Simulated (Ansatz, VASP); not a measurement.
# AlSn: VASP beside Ansatz

INCAR

```
ALGO = Normal ; EDIFF = 1E-6
ENCUT = 520 ; GGA = RP
ISIF = 2 ; ISMEAR = 1
IVDW = 13 ; LASPH = True
LCHARG = False ; LREAL = False
LWAVE = False ; NBANDS = 16
NELM = 80 ; PREC = Accurate
SIGMA = 0.2
```

The input KPOINTS:

```
k-points
0
Gamma
  7 7 8
```

POSCAR

```
AlSn
1.0
    4.1413675035      0.0000000000      0.0000000000
   -2.0706837517      3.5865294644      0.0000000000
    0.0000000000      0.0000000000      3.2621543997
Sn Al
1 1
Direct
    0.3333333333      0.6666666667      0.5000000000
    0.0000000000      0.0000000000      0.0000000000
```

Contents of input.yaml:

```yaml
crystal:
  lattice:
    - [4.1413675035, 0.0, 0.0]
    - [-2.0706837517, 3.5865294644, 0.0]
    - [0.0, 0.0, 3.2621543997]
  atoms:
    - { symbol: Sn, position: [0.3333333333, 0.6666666667, 0.5] }
    - { symbol: Al, position: [0.0, 0.0, 0.0] }
kpoints:
  mp_grid: { grid: [7, 7, 8] }
scf:
  occupations: { method: methfessel_paxton, width: 0.2 }
hamiltonian:
  xc: rpbe
  dispersion: d4
  pseudopotentials: { kind: all_electron, lapw: { basis_error: 0.001 } }
output:
  forces: true
  stress: true
  eigenvalues: true
```

Change from the starting cell: volume scaled by 0.96.

Alike in both runs: task single point; functional RPBE; dispersion D4; k mesh 7 × 7 × 8; occupations methfessel-paxton of order 1, width 0.2 eV; no spin polarisation.

|  | VASP | Ansatz |
| --- | --- | --- |
| version | VASP 6.6.1 | Ansatz 0.2.0 |
| potentials or method | VASP PAW PBE potentials, release 64 (Sn_d, Al), cutoff 520 eV | all-electron LAPW, scalar-relativistic |

|  | VASP | Ansatz | Ansatz less VASP |
| --- | --- | --- | --- |
| gap on the k mesh at the Fermi level (eV) | none | none | - |
| pressure (GPa) | -0.4 | -0.3 | +0.08 |
| traceless stress, the component that is largest in VASP (GPa) | 1.06 | 1.06 | +0.007 |

VASP's potentials were made for PBE, not for RPBE. A gap of «none» marks a metal or a gap that the smearing closes. Ansatz ran all-electron here, and VASP with PAW potentials.
